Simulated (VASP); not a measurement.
# NiO (Fm-3m) in VASP: further runs, part 3 of 4

VASP 6.6.1.

### 5 Electric field gradients, PBE, collinear spin, ferromagnetic start

This run uses another cell than the first one, of 9.15 Å³/atom, 1.063 times its volume.

Input file INCAR:

```
SYSTEM = NiO
ALGO = Normal ; EDIFF = 1E-8
ENCUT = 520 ; GGA = PE
ISIF = 2 ; ISMEAR = -1
ISPIN = 2 ; LASPH = .TRUE.
LCHARG = .FALSE. ; LEFG = .TRUE.
LMAXMIX = 4 ; LORBIT = 11
LREAL = .FALSE. ; LWAVE = .FALSE.
MAGMOM = 1.5 0 ; NBANDS = 19
NELM = 150 ; PREC = Accurate
SIGMA = 0.03
```

Input file KPOINTS:

```
k-points
0
G
  15 15 15
  0 0 0
```

Input file POSCAR:

```
NiO
1.0
    0.0000000000      2.0913100000      2.0913100000
    2.0913100000      0.0000000000      2.0913100000
    2.0913100000      2.0913100000      0.0000000000
Ni O
1 1
Direct
    0.0000000000      0.0000000000      0.0000000000
    0.5000000000      0.5000000000      0.5000000000
```

Potentials or basis: VASP PAW PBE potentials, release 64 (Ni, O).

On the command line:

```sh
$ cat potpaw_PBE.64/Ni/POTCAR potpaw_PBE.64/O/POTCAR > POTCAR
$ mpirun -np 1 vasp_std > vasp.out
```

OUTCAR:

```text
SYSTEM = NiO
   EDIFF = 1E-8
   ENCUT = 520
   GGA = PE
   ISIF = 2
   ISMEAR = -1
   ISPIN = 2
   LASPH = .TRUE.
   LORBIT = 11
   LREAL = .FALSE.
   NELM = 150
   PREC = Accurate

 ion  position               nearest neighbor table
   1  0.000  0.000  0.000-   2 2.09   2 2.09   2 2.09   2 2.09   2 2.09   2 2.09
   2  0.500  0.500  0.500-   1 2.09   1 2.09   1 2.09   1 2.09   1 2.09   1 2.09

  LATTYP: Found a face centered cubic cell.
 ALAT       =     4.1826200000

  Lattice vectors:

 A1 = (   0.0000000000,   2.0913100000,   2.0913100000)
 A2 = (   2.0913100000,   0.0000000000,   2.0913100000)
 A3 = (   2.0913100000,   2.0913100000,   0.0000000000)

Analysis of symmetry for initial positions (statically):
=====================================================================
 Subroutine PRICEL returns:
 Original cell was already a primitive cell.

 Routine SETGRP: Setting up the symmetry group for a
 face centered cubic supercell.

 Subroutine GETGRP returns: Found 48 space group operations
 (whereof 48 operations were pure point group operations)
 out of a pool of 48 trial point group operations.

The static configuration has the point symmetry O_h .

Analysis of symmetry for dynamics (positions and initial velocities):
=====================================================================
 Subroutine PRICEL returns:
 Original cell was already a primitive cell.

 Routine SETGRP: Setting up the symmetry group for a
 face centered cubic supercell.

 Subroutine GETGRP returns: Found 48 space group operations
 (whereof 48 operations were pure point group operations)
 out of a pool of 48 trial point group operations.

The dynamic configuration has the point symmetry O_h .

Analysis of structural, dynamic, and magnetic symmetry:
=====================================================================
 Subroutine PRICEL returns:
 Original cell was already a primitive cell.

 Routine SETGRP: Setting up the symmetry group for a
 face centered cubic supercell.

 Subroutine GETGRP returns: Found 48 space group operations
 (whereof 48 operations were pure point group operations)
 out of a pool of 48 trial point group operations.

The overall configuration has the point symmetry O_h .

 Subroutine INISYM returns: Found 48 space group operations
 (whereof 48 operations are pure point group operations),
 and found     1 'primitive' translations

----------------------------------------------------------------------------------------

                                     Primitive cell

  volume of cell :      18.2930

  direct lattice vectors                    reciprocal lattice vectors
     0.000000000  2.091310000  2.091310000    -0.239084593  0.239084593  0.239084593
     2.091310000  0.000000000  2.091310000     0.239084593 -0.239084593  0.239084593
     2.091310000  2.091310000  0.000000000     0.239084593  0.239084593 -0.239084593

  length of vectors
     2.957558965  2.957558965  2.957558965     0.414106662  0.414106662  0.414106662

  position of ions in fractional coordinates (direct lattice)
     0.000000000  0.000000000  0.000000000
     0.500000000  0.500000000  0.500000000

  ion indices of the primitive-cell ions
[... 101 lines left out ...]
   LHFCALC =     F    Hartree Fock is set to
   AEXX    =    0.0000 exact exchange contribution
   IVDW    =     0    specifies the selected vdW correction
   LEPSILON=     F    determine dielectric tensor
   LRPA    =     F    only Hartree local field effects (RPA)
 spin polarized calculation
  energy-cutoff  :      520.00
  volume of cell :       18.29
 maximum number of plane-waves:       531
 NGX is ok and might be reduce to    24
   NGX = 11   NGY = 11   NGZ = 11

 number of electron      16.0000005 magnetization       1.7108128

 Free energy of the ion-electron system (eV)
  ---------------------------------------------------
  ext. energy  EPLUGINS =         0.00000000
  ---------------------------------------------------
  free energy    TOTEN  =       -11.47565014 eV

  energy without entropy =      -11.47213230  energy(sigma->0) =      -11.47389122

 E-fermi :   7.8641     XC(G=0): -12.6542

 val. band max:        7.8625504663   @ k =  -0.2000   0.2667   0.0667
 cond. band min:       7.8667370330   @ k =  -0.3333   0.2000   0.0667
 fundamental gap:      0.0041865667
 Fermi energy:         7.8640802922

 spin component 1

 k-point     1 :       0.0000    0.0000    0.0000
  band No.  band energies     occupation
      1     -12.4993      1.00000
      2       4.7439      1.00000
      3       4.7440      1.00000
      4       4.8495      1.00000
      5       4.8495      1.00000
      6       4.8495      1.00000
[... 517 lines left out ...]
     18      35.5347      0.00000
     19      38.1398      0.00000

 [... further k-points ...]

 spin component 2

 k-point     1 :       0.0000    0.0000    0.0000
  band No.  band energies     occupation
      1     -12.0762      1.00000
      2       5.3390      1.00000
      3       5.3390      1.00000
      4       5.3390      1.00000
      5       6.0072      1.00000
      6       6.0074      1.00000
[... 517 lines left out ...]
     18      36.0427      0.00000
     19      38.7544      0.00000

 [... further k-points ...]
[... 5 lines left out ...]
  --------------------------------------------------------------------------------------
  -------------------------------------------------------------------------------------
  Total        0.4336908      0.4336908      0.4336908     -0.0000000      0.0000000      0.0000000
  in kB       37.9844205     37.9844205     37.9844205     -0.0000000      0.0000000      0.0000000
  external PRESSURE =      37.9844205 kB  Pullay stress =       0.0000000 kB

 VOLUME and BASIS-vectors are now :
 -----------------------------------------------------------------------------
  energy-cutoff  :      520.00
  volume of cell :       18.29
      direct lattice vectors                 reciprocal lattice vectors
     0.000000000  2.091310000  2.091310000    -0.239084593  0.239084593  0.239084593
     2.091310000  0.000000000  2.091310000     0.239084593 -0.239084593  0.239084593
     2.091310000  2.091310000  0.000000000     0.239084593  0.239084593 -0.239084593

 POSITION                                       TOTAL-FORCE (eV/Angst)
 -----------------------------------------------------------------------------------
      0.00000      0.00000      0.00000         0.000000     -0.000000      0.000000
      2.09131      2.09131      2.09131        -0.000000      0.000000     -0.000000
 -----------------------------------------------------------------------------------
    total drift:                                0.000000     -0.000000     -0.000000

  FREE ENERGIE OF THE ION-ELECTRON SYSTEM (eV)
  ---------------------------------------------------
  free  energy   TOTEN  =       -11.4756501394 eV

  energy  without entropy=      -11.4721322978  energy(sigma->0) =      -11.47389122

 Electric field gradients (V/A^2)
---------------------------------------------------------------------
 ion       V_xx      V_yy      V_zz      V_xy      V_xz      V_yz
---------------------------------------------------------------------
   1       0.000     0.000     0.000    -0.002    -0.002    -0.002
   2      -0.000     0.000     0.000    -0.002    -0.002    -0.002
---------------------------------------------------------------------

 Electric field gradients after diagonalization (V/A^2)
 (convention: |V_zz| > |V_xx| > |V_yy|)
----------------------------------------------------------------------
 ion       V_xx      V_yy      V_zz     asymmetry (V_yy - V_xx)/ V_zz
----------------------------------------------------------------------
   1       0.002     0.002    -0.004       0.000
   2       0.002     0.002    -0.003       0.000
----------------------------------------------------------------------

           NMR quadrupolar parameters

 Cq : quadrupolar parameter    Cq=e*Q*V_zz/h
 eta: asymmetry parameters     (V_yy - V_xx)/ V_zz
 Q  : nuclear electric quadrupole moment in mb (millibarn)
----------------------------------------------------------------------
 ion       Cq(MHz)       eta       Q (mb)
----------------------------------------------------------------------
   1      -0.000       0.000       1.000
   2      -0.000       0.000       1.000
----------------------------------------------------------------------

 total charge

# of ion       s       p       d       tot
------------------------------------------
    1        0.330   0.401   8.249   8.980
    2        1.557   3.419   0.000   4.976
--------------------------------------------------
tot          1.887   3.820   8.249  13.956

 magnetization (x)

# of ion       s       p       d       tot
------------------------------------------
    1        0.011   0.015   1.384   1.410
    2        0.028   0.230   0.000   0.258
--------------------------------------------------
tot          0.039   0.245   1.384   1.668
```

stdout:

```text
POSCAR found type information on POSCAR NiO
 POSCAR found :  2 types and       2 ions
 scaLAPACK will be used
 LDA part: xc-table for (Slater+PW92), standard interpolation
 POSCAR, INCAR and KPOINTS ok, starting setup
 FFT: planning ... GRIDC
 FFT: planning ... GRID_SOFT
 FFT: planning ... GRID
 WAVECAR not read
 entering main loop
ion   1

ion   2
```

Wall time 1.7 min (1 thread of Intel Xeon Platinum 8259CL at 2.50GHz (Skylake/Cascade Lake), shared host); peak memory 0.2 GiB.

Results:

| Item | Value |
| --- | --- |
| Free energy | -11.4757 eV |
| Pressure | 3.8 GPa |
| Net moment | 1.71 μB per cell |
| Site moments | Ni +1.41; O +0.26 μB |
| Valence electrons inside the program's atomic spheres | Ni 8.98; O 4.98 |

Levels at points of the mesh, in eV from the Fermi level:
Spin up:
```csv
k point,band 7,band 8,band 9,band 10,band 11,band 12
"(0.00, 0.00, 0.00)",-2.65,-2.65,-2.65,1.48,17.81,18.86
```
Spin down:
```
           k point  band 4  band 5  band 6  band 7  band 8  band 9  band 10  band 11
(0.00, 0.00, 0.00)   -2.53   -1.86   -1.86   -1.86   -0.64   -0.64     1.82    17.75
```

Caveat: without QUAD_EFG the Cq values of the log hold for a quadrupole moment of 1 mb, not for the nuclei; a cell with one magnetic atom can't hold antiferromagnetic order, which such compounds often take; semilocal functionals often make such compounds metallic where correlation or magnetic order opens a gap, which also shifts bond lengths.

(Continued in part 4 of 4.)
